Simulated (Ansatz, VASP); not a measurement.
## Two plane-wave programs on BaZrO3

The input INCAR:

```
PREC = Accurate
ENCUT = 520
EDIFF = 1E-6
ISMEAR = -1
SIGMA = 0.05
LREAL = F
LASPH = T
NELM = 100
ALGO = Normal
ISIF = 2
LWAVE = F
LCHARG = F
GGA = PS
NBANDS = 28
```

KPOINTS

```
Automatic mesh
0
Gamma
  6 6 6
```

The input POSCAR:

```
BaZrO3
1.0
    4.1632093537      0.0000000000      0.0000000000
    0.0000000000      4.1632093537      0.0000000000
    0.0000000000      0.0000000000      4.1632093537
Ba Zr O
1 1 3
Direct
    0.0000000000      0.0000000000      0.0000000000
    0.5000000000      0.5000000000      0.5000000000
    0.5000000000      0.5000000000      0.0000000000
    0.5000000000      0.0000000000      0.5000000000
    0.0000000000      0.5000000000      0.5000000000
```

input.yaml

```yaml
crystal:
  lattice:
    - [4.1632093537, 0.0, 0.0]
    - [0.0, 4.1632093537, 0.0]
    - [0.0, 0.0, 4.1632093537]
  atoms:
    - { symbol: Ba, position: [0.0, 0.0, 0.0] }
    - { symbol: Zr, position: [0.5, 0.5, 0.5] }
    - { symbol: O, position: [0.5, 0.5, 0.0] }
    - { symbol: O, position: [0.5, 0.0, 0.5] }
    - { symbol: O, position: [0.0, 0.5, 0.5] }
hamiltonian:
  xc: pbesol
  pseudopotentials: { kind: paw }
kpoints:
  mp_grid: { grid: [6, 6, 6] }
scf:
  occupations: { method: fermi_dirac, width: 0.05 }
output:
  forces: true
  stress: true
  eigenvalues: true
```

Alike in both runs: task single point; functional PBEsol; k mesh 6 × 6 × 6; occupations fermi-dirac, width 0.05 eV; no spin polarisation.

|  | VASP | Ansatz |
| --- | --- | --- |
| version | VASP 6.6.1 | Ansatz 0.2.0 |
| potentials or method | VASP PAW PBE potentials, release 64 (Ba_sv, Zr_sv, O) | Ansatz PAW |
| plane-wave cutoff (eV) | 520 | 420 |
| valence electrons in the cell | 40 | 40 |

```csv
,VASP,Ansatz,Ansatz less VASP
gap on the k mesh at the Fermi level (eV),3.15,3.20,+0.053
least direct gap on the mesh (eV),3.34,3.37,+0.024
pressure (GPa),3.3,2.1,-1.24
```

VASP's potentials were made for PBE, not for PBEsol.

Spin-orbit coupling is off throughout.
